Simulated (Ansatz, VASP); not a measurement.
# One calculation of GdN, two programs

```xyz
4
Lattice="4.2975 0.0000 0.0000 0.0000 4.2975 0.0000 0.0000 0.0000 3.5651" Properties=species:S:1:pos:R:3 pbc="T T T"
Gd    2.1488    0.0000    0.8861
Gd    0.0000    2.1488    2.6790
N     0.0000    0.0000    0.0000
N     2.1488    2.1488    0.0000
```

Alike in both runs: task single point; functional PBE; k mesh 8 × 8 × 10; occupations gaussian, width 0.05 eV; collinear spin.

|  | VASP | Ansatz |
| --- | --- | --- |
| version | VASP 6.6.1 | Ansatz 0.2.0 |
| potentials or method | VASP PAW PBE potentials, release 64 (Gd, N), cutoff 520 eV | scalar-relativistic, plane waves, PAW |
| valence electrons in the cell | 46 | 46 |

VASP gave:

| Property | Result |
| --- | --- |
| gap on the k mesh at the Fermi level (eV) | 0.89 |
| least direct gap on the mesh (eV) | 1.12 |
| pressure (GPa) | -0.1 |
| traceless stress, the component that is largest in VASP (GPa) | -0.06 |
| rms of the force components (eV/Å) | 0.005 |
| net moment per atom (μB) | 0.00 |
| size of the moment on the site where the two differ most (μB) | 6.74 |

Q: Which values does Ansatz return?

A: gap on the k mesh at the Fermi level (eV): 0.90; least direct gap on the mesh (eV): 1.13; pressure (GPa): -0.2; traceless stress, the component that is largest in VASP (GPa): 0.16; rms of the force components (eV/Å): 0.003; net moment per atom (μB): 0.00; size of the moment on the site where the two differ most (μB): 6.75.

Site moments also hang on the region over which each program counts them. Atom by atom the forces differ by 0.008 eV/Å (rms over components).

Neither program's run includes spin-orbit coupling.
